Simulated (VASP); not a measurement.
# Si2W (Pnnm) in VASP: notebook

Runs on Si2W. Level: PBE. Tasks: single point, relaxation of cell and atoms.

All numbers are computed with VASP 6.6.1; they aren't measurements. Logs are shortened: lines on timing, memory, paths and dates and some standing lists are left out, and cuts for length are marked.

### Step 1. The cell of the first run

Symmetry: Pnnm, No. 58, orthorhombic system. The conventional cell has a = 4.950 Å, b = 5.100 Å, c = 3.332 Å, α = 90.00°, β = 90.00°, γ = 90.00°. Si (site symmetry m) has 3 W at 2.14 to 2.19 Å and 1 Si at 2.85 Å within 2.9 Å. W (site symmetry 2/m) has 6 Si at 2.14 to 2.19 Å within 2.8 Å.

### Step 2. Single point, PBE

Contents of INCAR:

```
PREC     = Accurate       # precision mode
ENCUT    = 520            # plane-wave cutoff, eV
EDIFF    = 1E-7           # SCF threshold, eV
ISMEAR   = 0              # smearing method
SIGMA    = 0.1            # smearing width, eV
LREAL    = F              # projectors in reciprocal space
LASPH    = T              # aspherical terms in the spheres
NELM     = 80             # most SCF steps
ALGO     = Normal         # electronic algorithm
ISIF     = 2              # what is computed and relaxed
LWAVE    = F              # write WAVECAR
LCHARG   = T              # write CHGCAR
GGA      = PE             # functional
LELF     = T              # ELF
LVHAR    = T            
NBANDS   = 31             # bands
```

Contents of KPOINTS:

```
regular mesh
0
Gamma
  4 4 6
```

Contents of POSCAR:

```
Si2W
1.0
    4.9497363965      0.0000000000      0.0000000000
    0.0000000000      5.1004495240      0.0000000000
    0.0000000000      0.0000000000      3.3315533438
Si W
4 2
Direct
    0.2250000000      0.8250000000      0.5000000000
    0.7250000000      0.6750000000      0.0000000000
    0.7750000000      0.1750000000      0.5000000000
    0.2750000000      0.3250000000      0.0000000000
    0.5000000000      0.5000000000      0.5000000000
    0.0000000000      0.0000000000      0.0000000000
```

Potentials or basis: VASP PAW PBE potentials, release 64 (Si, W_sv).

Run with:

```console
$ cat potpaw_PBE.64/Si/POTCAR potpaw_PBE.64/W_sv/POTCAR > POTCAR
$ mpirun -np 1 vasp_std > vasp.out
```

OUTCAR:

```text
PREC = Accurate
   ENCUT = 520
   EDIFF = 1E-7
   ISMEAR = 0
   LREAL = F
   LASPH = T
   NELM = 80
   ISIF = 2
   GGA = PE

 ion  position               nearest neighbor table
   1  0.225  0.825  0.500-   5 2.14   6 2.19   6 2.19   3 2.85   4 3.06   4 3.06   4 3.06   4 3.06
                             2 3.08   2 3.08   2 3.08   2 3.08
   2  0.725  0.675  0.000-   6 2.14   5 2.19   5 2.19   4 2.85   3 3.06   3 3.06   3 3.06   3 3.06
                             1 3.08   1 3.08   1 3.08   1 3.08
   3  0.775  0.175  0.500-   5 2.14   6 2.19   6 2.19   1 2.85   2 3.06   2 3.06   2 3.06   2 3.06
                             4 3.08   4 3.08   4 3.08   4 3.08
   4  0.275  0.325  0.000-   6 2.14   5 2.19   5 2.19   2 2.85   1 3.06   1 3.06   1 3.06   1 3.06
                             3 3.08   3 3.08   3 3.08   3 3.08
   5  0.500  0.500  0.500-   1 2.14   3 2.14   2 2.19   4 2.19   2 2.19   4 2.19
   6  0.000  0.000  0.000-   2 2.14   4 2.14   3 2.19   1 2.19   1 2.19   3 2.19

  LATTYP: Found a simple orthorhombic cell.
 ALAT       =     3.3315533438
 B/A-ratio  =     1.4857142857
 C/A-ratio  =     1.5309523810

  Lattice vectors:

 A1 = (   0.0000000000,   0.0000000000,   3.3315533438)
 A2 = (   4.9497363965,   0.0000000000,   0.0000000000)
 A3 = (   0.0000000000,   5.1004495240,   0.0000000000)

Analysis of symmetry for initial positions (statically):
=====================================================================
 Subroutine PRICEL returns:
 Original cell was already a primitive cell.

 Routine SETGRP: Setting up the symmetry group for a
 simple orthorhombic supercell.

 Subroutine GETGRP returns: Found  8 space group operations
 (whereof  4 operations were pure point group operations)
 out of a pool of  8 trial point group operations.

The static configuration has the point symmetry C_2h.
 The point group associated with its full space group is D_2h.

Analysis of symmetry for dynamics (positions and initial velocities):
=====================================================================
 Subroutine PRICEL returns:
 Original cell was already a primitive cell.

 Routine SETGRP: Setting up the symmetry group for a
 simple orthorhombic supercell.

 Subroutine GETGRP returns: Found  8 space group operations
 (whereof  4 operations were pure point group operations)
 out of a pool of  8 trial point group operations.

The dynamic configuration has the point symmetry C_2h.
 The point group associated with its full space group is D_2h.

 Subroutine INISYM returns: Found  8 space group operations
 (whereof  4 operations are pure point group operations),
 and found     1 'primitive' translations

----------------------------------------------------------------------------------------

                                     Primitive cell

  volume of cell :      84.1080

  direct lattice vectors                    reciprocal lattice vectors
     4.949736396  0.000000000  0.000000000     0.202030961  0.000000000  0.000000000
     0.000000000  5.100449524  0.000000000     0.000000000  0.196061150  0.000000000
     0.000000000  0.000000000  3.331553344     0.000000000  0.000000000  0.300160285

  length of vectors
     4.949736396  5.100449524  3.331553344     0.202030961  0.196061150  0.300160285

  position of ions in fractional coordinates (direct lattice)
     0.225000000  0.825000000  0.500000000
     0.725000000  0.675000000  0.000000000
     0.775000000  0.175000000  0.500000000
     0.275000000  0.325000000  0.000000000
     0.500000000  0.500000000  0.500000000
     0.000000000  0.000000000  0.000000000

  ion indices of the primitive-cell ions
   primitive index   ion index
                 1           1
                 2           2
                 3           3
                 4           4
                 5           5
                 6           6

----------------------------------------------------------------------------------------

 KPOINTS: regular mesh

Automatic generation of k-mesh.
 Grid dimensions read from file:
 generate k-points for:    4    4    6

 Generating k-lattice:

  Cartesian coordinates                     Fractional coordinates (reciprocal lattice)
     0.050507740  0.000000000  0.000000000     0.250000000  0.000000000  0.000000000
     0.000000000  0.049015288  0.000000000     0.000000000  0.250000000  0.000000000
     0.000000000  0.000000000  0.050026714     0.000000000  0.000000000  0.166666667

  Length of vectors
     0.050507740  0.049015288  0.050026714

  Shift w.r.t. Gamma in fractional coordinates (k-lattice)
     0.000000000  0.000000000  0.000000000

 Subroutine IBZKPT returns following result:
 ===========================================

 Found     36 irreducible k-points:

 Following reciprocal coordinates:
            Coordinates               Weight
  0.000000  0.000000  0.000000      1.000000
  0.250000  0.000000  0.000000      2.000000
  0.500000  0.000000  0.000000      1.000000
  0.000000  0.250000  0.000000      2.000000
  0.250000  0.250000  0.000000      4.000000
  0.500000  0.250000  0.000000      2.000000
[... 16 lines left out ...]
  0.250000  0.250000  0.333333      8.000000
  0.500000  0.250000  0.333333      4.000000
 [... further k-points ...]
   k-points           NKPTS =     36   k-points in BZ     NKDIM =     36   number of bands    NBANDS=     31
   number of dos      NEDOS =    301   number of ions     NIONS =      6
   total plane-waves  NPLWV =  44800
   dimension x,y,z NGX =    40 NGY =   40 NGZ =   28
   dimension x,y,z NGXF=    80 NGYF=   80 NGZF=   56
   ions per type =               4   2
   NGX,Y,Z   is equivalent  to a cutoff of  13.43, 13.04, 13.97 a.u.
   NGXF,Y,Z  is equivalent  to a cutoff of  26.87, 26.08, 27.94 a.u.
 SYSTEM =  unknown system
   PREC   = accura    normal or accurate (medium, high low for compatibility)
   ISTART =      0    job   : 0-new  1-cont  2-samecut
   ICHARG =      2    charge: 1-file 2-atom 10-const
   ISPIN  =      1    spin polarized calculation?
   LNONCOLLINEAR =      F non collinear calculations
   LSORBIT =      F    spin-orbit coupling
   LASPH  =      T    aspherical Exc in radial PAW
   ENCUT  =  520.0 eV  38.22 Ry    6.18 a.u.   9.20  9.48  6.19*2*pi/ulx,y,z
   NELM   =     80;   NELMIN=  2; NELMDL= -5     # of ELM steps
   EDIFF  = 0.1E-06   stopping-criterion for ELM
   LREAL  =      F    real-space projection
   EDIFFG = 0.1E-05   stopping-criterion for IOM
   NSW    =      0    number of steps for IOM
   IBRION =     -1    ionic relax: 0-MD 1-quasi-New 2-CG
   NFREE  =      0    steps in history (QN), initial steepest desc. (CG)
   ISIF   =      2    stress and relaxation
   ISYM   =      2    0-nonsym 1-usesym 2-fastsym
   POTIM  = 0.5000    time-step for ionic-motion
   TEBEG  =    0.0;   TEEND  =   0.0 temperature during run
   PSTRESS=    0.0 pullay stress
   NELECT =      44.0000    total number of electrons
   NUPDOWN=      -1.0000    fix difference up-down
   EMIN   =  10.00;   EMAX   =-10.00  energy-range for DOS
   EFERMI =   0.00;   METHOD = LEGACY
   ISMEAR =     0;   SIGMA  =   0.10  broadening in eV -4-tet -1-fermi 0-gaus
   EFERMI_NEDOS =   21; number of points for ismear=-14 and -15
   IALGO  =     38    algorithm
   IMIX   =      4    mixing-type and parameters
     AMIX     =   0.40;   BMIX     =  1.00
     AMIX_MAG =   1.60;   BMIX_MAG =  1.00
  volume/ion in A,a.u.               =      14.02        94.60
  Fermi-wavevector in a.u.,A,eV,Ry     =   1.319107  2.492750 23.674719  1.740043
  Thomas-Fermi vector in A             =   2.449029
   LORBIT       =      0    0 simple, 1 ext, 2 COOP (PROOUT), +10 PAW based schemes
   GGA     = PE    functional components
   LHFCALC =     F    Hartree Fock is set to
   AEXX    =    0.0000 exact exchange contribution
   IVDW    =     0    specifies the selected vdW correction
   LEPSILON=     F    determine dielectric tensor
   LRPA    =     F    only Hartree local field effects (RPA)
 non-spin polarized calculation
 Gauss-broadening in eV      SIGMA  =   0.10
  energy-cutoff  :      520.00
  volume of cell :       84.11
 maximum number of plane-waves:      2288
 NGX is ok and might be reduce to    40
   NGX = 19   NGY = 19   NGZ = 13

 number of electron      44.0000001 magnetization

 Free energy of the ion-electron system (eV)
  ---------------------------------------------------
  ext. energy  EPLUGINS =         0.00000000
  ---------------------------------------------------
  free energy    TOTEN  =       -34.91525800 eV

  energy without entropy =      -34.89859186  energy(sigma->0) =      -34.90692493

 E-fermi :  10.1054     XC(G=0): -12.0180

 val. band max:       10.0951377332   @ k =   0.2500   0.2500   0.0000
 cond. band min:      10.1530205761   @ k =   0.5000   0.5000   0.0000
 fundamental gap:      0.0578828429
 Fermi energy:        10.1054328037

 k-point     1 :       0.0000    0.0000    0.0000
  band No.  band energies     occupation
      1     -61.9123      2.00000
      2     -61.9095      2.00000
      3     -26.7455      2.00000
      4     -26.7352      2.00000
      5     -26.6540      2.00000
      6     -26.6259      2.00000
[... 23 lines left out ...]
     30      16.9727      0.00000
     31      17.8017      0.00000

 k-point     2 :       0.2500    0.0000    0.0000
  band No.  band energies     occupation
      1     -61.9119      2.00000
      2     -61.9099      2.00000
      3     -26.7439      2.00000
      4     -26.7367      2.00000
      5     -26.6473      2.00000
      6     -26.6262      2.00000
[... 23 lines left out ...]
     30      16.1816      0.00000
     31      16.8708      0.00000

 k-point     3 :       0.5000    0.0000    0.0000
  band No.  band energies     occupation
      1     -61.9109      2.00000
      2     -61.9109      2.00000
      3     -26.7403      2.00000
      4     -26.7403      2.00000
      5     -26.6336      2.00000
      6     -26.6336      2.00000
[... 23 lines left out ...]
     30      15.2497      0.00000
     31      17.7328      0.00000

 k-point     4 :       0.0000    0.2500    0.0000
  band No.  band energies     occupation
      1     -61.9119      2.00000
      2     -61.9099      2.00000
      3     -26.7439      2.00000
      4     -26.7367      2.00000
      5     -26.6478      2.00000
      6     -26.6263      2.00000
[... 23 lines left out ...]
     30      16.2939      0.00000
     31      17.8548      0.00000

 k-point     5 :       0.2500    0.2500    0.0000
  band No.  band energies     occupation
      1     -61.9116      2.00000
      2     -61.9102      2.00000
      3     -26.7428      2.00000
      4     -26.7377      2.00000
      5     -26.6472      2.00000
      6     -26.6295      2.00000
[... 23 lines left out ...]
     30      16.7854      0.00000
     31      17.3936      0.00000
[... 542 lines left out ...]
     30      15.5554      0.00000
     31      17.3426      0.00000

 k-point    22 :       0.0000    0.2500    0.3333
  band No.  band energies     occupation
      1     -61.9070      2.00000
      2     -61.9060      2.00000
      3     -26.8977      2.00000
      4     -26.8944      2.00000
      5     -26.6254      2.00000
      6     -26.6145      2.00000
[... 23 lines left out ...]
     30      16.6254      0.00000
     31      17.3311      0.00000

 k-point    23 :       0.2500    0.2500    0.3333
  band No.  band energies     occupation
      1     -61.9069      2.00000
      2     -61.9062      2.00000
      3     -26.8971      2.00000
      4     -26.8946      2.00000
      5     -26.6249      2.00000
      6     -26.6164      2.00000
[... 23 lines left out ...]
     30      16.5044      0.00000
     31      17.1050      0.00000

 k-point    24 :       0.5000    0.2500    0.3333
  band No.  band energies     occupation
      1     -61.9065      2.00000
      2     -61.9065      2.00000
      3     -26.8957      2.00000
      4     -26.8957      2.00000
      5     -26.6213      2.00000
      6     -26.6213      2.00000
[... 23 lines left out ...]
     30      15.1998      0.00000
     31      17.3422      0.00000

 [... further k-points ...]

------------------------ aborting loop because EDIFF is reached ----------------------------------------

  FORCE on cell =-STRESS in cart. coord.  units (eV):
  Direction    XX          YY          ZZ          XY          YZ          ZX
  --------------------------------------------------------------------------------------
  -------------------------------------------------------------------------------------
  Total       43.7913746     41.8213073     42.9130760     -0.0000000      0.0000000      0.0000000
  in kB      834.1840167    796.6561079    817.4532628     -0.0000000      0.0000000      0.0000000
  external PRESSURE =     816.0977958 kB  Pullay stress =       0.0000000 kB

 VOLUME and BASIS-vectors are now :
 -----------------------------------------------------------------------------
  energy-cutoff  :      520.00
  volume of cell :       84.11
      direct lattice vectors                 reciprocal lattice vectors
     4.949736396  0.000000000  0.000000000     0.202030961  0.000000000  0.000000000
     0.000000000  5.100449524  0.000000000     0.000000000  0.196061150  0.000000000
     0.000000000  0.000000000  3.331553344     0.000000000  0.000000000  0.300160285

 POSITION                                       TOTAL-FORCE (eV/Angst)
 -----------------------------------------------------------------------------------
      1.11369      4.20787      1.66578         1.579833     -0.011520      0.000000
      3.58856      3.44280      0.00000         1.579833      0.011520     -0.000000
      3.83605      0.89258      1.66578        -1.579833      0.011520      0.000000
      1.36118      1.65765      0.00000        -1.579833     -0.011520      0.000000
      2.47487      2.55022      1.66578         0.000000      0.000000      0.000000
      0.00000      0.00000      0.00000         0.000000      0.000000      0.000000
 -----------------------------------------------------------------------------------
    total drift:                                0.000000      0.000000     -0.000000

  FREE ENERGIE OF THE ION-ELECTRON SYSTEM (eV)
  ---------------------------------------------------
  free  energy   TOTEN  =       -34.9152580044 eV

  energy  without entropy=      -34.8985918613  energy(sigma->0) =      -34.90692493
```

Run time: 40 s. Hardware: 1 thread of Intel Xeon 6975P-C (Granite Rapids), shared host; peak memory 0.24 GiB.

What came out:

```
Free energy            : -34.9153 eV
Pressure               : 81.6 GPa
Largest force          : 1.580 eV/Å
Band gap on the k mesh : zero (bands 22 and 23 overlap by 1.27 eV)
```

Forces on the atoms (eV/Å):
```
Si   1.580 -0.012  0.000
Si   1.580  0.012  0.000
Si  -1.580  0.012  0.000
Si  -1.580 -0.012  0.000
W    0.000  0.000  0.000
W    0.000  0.000  0.000
```

Caveat: the cell stands under pressure; spin-orbit coupling is left out, which moves the levels of the heavy elements; forces of over 1 eV/Å act on the atoms, so gaps and moduli don't describe the material at rest.

### Step 3. Relaxation of cell and atoms, PBE

Contents of INCAR:

```
SYSTEM = Si2W
ALGO = Normal
EDIFF = 1E-6
EDIFFG = -0.04
ENCUT = 600
GGA = PE
IBRION = 2
ISIF = 3
ISMEAR = 0
LASPH = .True.
LCHARG = .False.
LREAL = .False.
LWAVE = .False.
NELM = 60
NSW = 90
PREC = Accurate
SIGMA = 0.1
```

Contents of KPOINTS:

```
k-points
0
Gamma
  4 4 6
  0 0 0
```

POSCAR is that of step 2.

Potentials or basis: VASP PAW PBE potentials, release 64 (Si, W_sv).

Run with:

```console
$ cat potpaw_PBE.64/Si/POTCAR potpaw_PBE.64/W_sv/POTCAR > POTCAR
$ mpirun -np 1 vasp_std > vasp.out
```

Wall time 13 min (1 thread of Intel Xeon 6975P-C (Granite Rapids), shared host); peak memory 0.26 GiB.

The run converged. Its results:

| Item | Value |
| --- | --- |
| Free energy | -45.0916 eV |
| Relaxed volume | 19.50 Å³/atom |
| Relaxed cell | a = 6.871 Å, b = 6.206 Å, c = 2.744 Å, α = 90.00°, β = 90.00°, γ = 90.00° |
| Space group after relaxing (to 0.1 Å) | Pnnm (No. 58) |
| Energy gained by relaxing | 1695.9 meV/atom |
| Ionic steps | 32 |
| Pressure after relaxing | -0.1 GPa |
| Largest force after relaxing | 0.019 eV/Å |
| Band gap on the k mesh | zero (bands 22 and 23 overlap by 2.47 eV) |

Forces in eV/Å, atoms in the order of the input:
```
Si  -0.011  0.016  0.000
Si  -0.011 -0.016  0.000
Si   0.011 -0.016  0.000
Si   0.011  0.016  0.000
W    0.000  0.000  0.000
W    0.000  0.000  0.000
```

Stress tensor (GPa, compression positive):
```
-0.28  0.00  0.00
 0.00 -0.01  0.00
 0.00  0.00 -0.09
```

Step by step:
| step | energy change (eV) | largest force (eV/Å) | pressure (GPa) | volume (Å³) |
| --- | --- | --- | --- | --- |
| 1 | 0.0000 | 1.5801 | 81.64 | 84.11 |
| 2 | 0.4380 | 0.5921 | -18.90 | 204.46 |
| 3 | -7.3048 | 0.0919 | -3.83 | 126.73 |
| 4 | -7.3563 | 0.0636 | -1.32 | 123.57 |
| 5 | -7.3625 | 0.0641 | 0.02 | 122.04 |
| 6 | -7.6652 | 0.5426 | -0.69 | 122.83 |
| 7 | -8.3515 | 1.6685 | -1.16 | 123.36 |
| 8 | -6.1715 | 3.6765 | 20.61 | 115.26 |
| 9 | -8.5171 | 1.9772 | -0.67 | 122.87 |
| 10 | -8.5388 | 2.1873 | -0.08 | 122.48 |
| 11 | -8.7728 | 2.3988 | -1.31 | 122.87 |
| 12 | -9.3541 | 1.7336 | -4.03 | 123.53 |
| 13 | -9.3851 | 1.5141 | -4.32 | 123.59 |
| 14 | -9.6324 | 1.2914 | -3.26 | 120.85 |
| 15 | -10.0046 | 0.3081 | 2.14 | 112.84 |
| 16 | -10.0516 | 0.1922 | -0.25 | 114.53 |
| 17 | -10.0529 | 0.2160 | -0.69 | 114.88 |
| 18 | -10.0609 | 0.2064 | -0.06 | 114.42 |
| 19 | -10.0645 | 0.1955 | 0.71 | 113.87 |
| 20 | -10.0719 | 0.1805 | 0.49 | 114.22 |
| 21 | -10.0873 | 0.1893 | -0.17 | 115.27 |
| 22 | -10.0878 | 0.3414 | -1.48 | 117.38 |
| 23 | -10.0928 | 0.2522 | -0.82 | 116.32 |
| 24 | -10.0992 | 0.2673 | -0.61 | 116.27 |
| 25 | -10.1150 | 0.3203 | -0.02 | 116.10 |
| 26 | -10.1314 | 0.4396 | 1.10 | 115.77 |
| 27 | -10.1428 | 0.3817 | 0.73 | 116.13 |
| 28 | -10.1652 | 0.2038 | -0.39 | 117.21 |
| 29 | -10.1502 | 0.1630 | -2.66 | 119.38 |
| 30 | -10.1698 | 0.0843 | -1.09 | 117.87 |
| 31 | -10.1746 | 0.0214 | -0.49 | 117.33 |
| 32 | -10.1755 | 0.0191 | -0.12 | 117.00 |

Final structure:
```cif
data_structure
_symmetry_space_group_name_H-M 'P 1'
_symmetry_Int_Tables_number 1
_cell_length_a 6.8710
_cell_length_b 6.2059
_cell_length_c 2.7439
_cell_angle_alpha 90.000
_cell_angle_beta 90.000
_cell_angle_gamma 90.000
_cell_volume 117.00
loop_
_atom_site_label
_atom_site_type_symbol
_atom_site_fract_x
_atom_site_fract_y
_atom_site_fract_z
_atom_site_occupancy
Si1 Si 0.22964 0.77016 0.50000 1
Si2 Si 0.72964 0.72984 0.00000 1
Si3 Si 0.77036 0.22984 0.50000 1
Si4 Si 0.27036 0.27016 0.00000 1
W1 W 0.50000 0.50000 0.50000 1
W2 W 0.00000 0.00000 0.00000 1
```

Levels at points of the mesh, in eV from the Fermi level:
```tsv
k point	band 20	band 21	band 22	band 23	band 24	band 25
(0.00, 0.00, 0.00)	-1.38	1.13	1.39	1.51	2.47	2.56
(0.50, 0.00, 0.00)	-1.94	1.46	1.46	1.61	1.61	2.45
(0.00, 0.50, 0.00)	-1.96	1.23	1.23	1.46	1.46	2.44
(0.50, 0.50, 0.00)	-1.76	-0.47	-0.47	1.43	1.43	2.50
(0.00, 0.00, 0.50)	-1.65	-1.07	-1.07	-1.01	-1.01	2.29
(0.50, 0.00, 0.50)	-2.25	-0.68	-0.68	0.17	0.17	1.61
(0.00, 0.50, 0.50)	-2.20	-0.51	-0.51	0.35	0.35	2.25
(0.50, 0.50, 0.50)	-1.48	-0.83	-0.83	-0.46	-0.46	2.57
```

Caveat: the volume moved by over 15 % at a fixed basis, so the end points are rough; spin-orbit coupling is left out, which moves the levels of the heavy elements.
